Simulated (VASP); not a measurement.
LiF: relaxation of cell and atoms with PBE

LiF:

```
Li F
1.0
     2.57429   -5.24412    0.00000
     2.57429    5.24412    0.00000
    -1.35901    0.00000    2.73390
Li F
3 3
Direct
  0.30925 0.23123 0.16758
  0.76877 0.69075 0.83242
  0.83489 0.16511 0.50000
  0.40556 0.59444 0.50000
  0.01142 0.98858 0.50000
  0.67011 0.32989 0.50000
```

```
Program                : VASP 6.6.1
Task                   : relaxation of cell and atoms
Functional             : PBE
Potentials or basis    : VASP PAW PBE potentials, release 64 (Li_sv, F)
Cutoff                 : 600 eV
k mesh                 : 6 × 6 × 8
Occupations            : gaussian, width 0.02 eV
Spin                   : no spin polarisation
Dipole correction      : no
Further INCAR settings : ALGO = Normal; EDIFF = 1e-06; IBRION = 2; EDIFFG = -0.01; NSW = 100; ISIF = 3
```

| Item | Value |
| --- | --- |
| Relaxed volume | 12.16 Å³/atom |
| Relaxed cell | a = 5.829 Å, b = 5.829 Å, c = 3.028 Å, α = 101.16°, β = 101.16°, γ = 127.86° |
| Space group after relaxing (to 0.05 Å) | C2 (No. 5) |
| Energy gained by relaxing | 0.2 meV/atom |
| Ionic steps | 7 |
| Pressure after relaxing | 0.0 GPa |
| Largest force after relaxing | 0.008 eV/Å |
| Band gap on the k mesh | 5.62 eV, indirect (least direct gap 5.63 eV) |

Forces in eV/Å, atoms in the order of the input:
```
Li  -0.001  0.003  0.005
Li   0.001  0.003 -0.005
Li   0.000 -0.008  0.000
F    0.000  0.003  0.000
F    0.000 -0.003  0.000
F    0.000  0.002  0.000
```

Stress tensor (GPa, compression positive):
```
-0.06  0.00  0.05
 0.00  0.01  0.00
 0.05  0.00  0.11
```

Step by step:
```csv
step,energy change (eV),largest force (eV/Å),pressure (GPa),volume (Å³)
1,0.0000,0.0341,-0.17,73.81
2,-0.0004,0.0236,-0.17,73.67
3,-0.0008,0.0388,-0.14,73.37
4,-0.0011,0.0178,-0.02,73.09
5,-0.0011,0.0257,0.10,72.80
6,-0.0011,0.0135,0.05,72.96
7,-0.0012,0.0083,0.02,72.94
```

Final structure:
```cif
data_structure
_symmetry_space_group_name_H-M 'P 1'
_symmetry_Int_Tables_number 1
_cell_length_a 5.8294
_cell_length_b 5.8294
_cell_length_c 3.0285
_cell_angle_alpha 101.159
_cell_angle_beta 101.159
_cell_angle_gamma 127.863
_cell_volume 72.94
loop_
_atom_site_label
_atom_site_type_symbol
_atom_site_fract_x
_atom_site_fract_y
_atom_site_fract_z
_atom_site_occupancy
Li1 Li 0.30870 0.23055 0.16742 1
Li2 Li 0.76945 0.69130 0.83258 1
Li3 Li 0.83506 0.16494 0.50000 1
F1 F 0.40475 0.59525 0.50000 1
F2 F 0.01203 0.98797 0.50000 1
F3 F 0.67001 0.32999 0.50000 1
```

Levels at points of the mesh, in eV from the valence-band top:
```tsv
k point	band 12	band 13	band 14	band 15	band 16	band 17	band 18	band 19
(0.00, 0.00, 0.00)	-1.01	-0.89	-0.83	-0.01	5.62	9.52	10.07	10.90
(0.50, 0.00, 0.00)	-1.14	-0.94	-0.89	-0.04	7.45	7.87	9.62	10.38
(0.50, 0.50, 0.00)	-1.06	-0.98	-0.92	0.00	6.66	7.44	9.65	10.97
(0.00, 0.00, 0.50)	-1.69	-1.20	-0.75	-0.67	8.25	10.16	10.53	10.83
(0.50, 0.00, 0.50)	-1.69	-1.22	-0.87	-0.74	7.58	9.33	10.17	11.94
(0.50, 0.50, 0.50)	-1.59	-1.19	-0.80	-0.70	8.19	10.53	10.66	10.95
```

Wall time 4.1 min on 1 thread of Intel(R) Xeon(R) 6975P-C (Granite Rapids), with other jobs on the host, peak memory 0.29 GiB.

Caveat: the cutoff is under 1.25 times the usual one of these potentials, so pressure, stress and relaxed cells hold a basis-set (Pulay) error. A k mesh can miss the band edges.
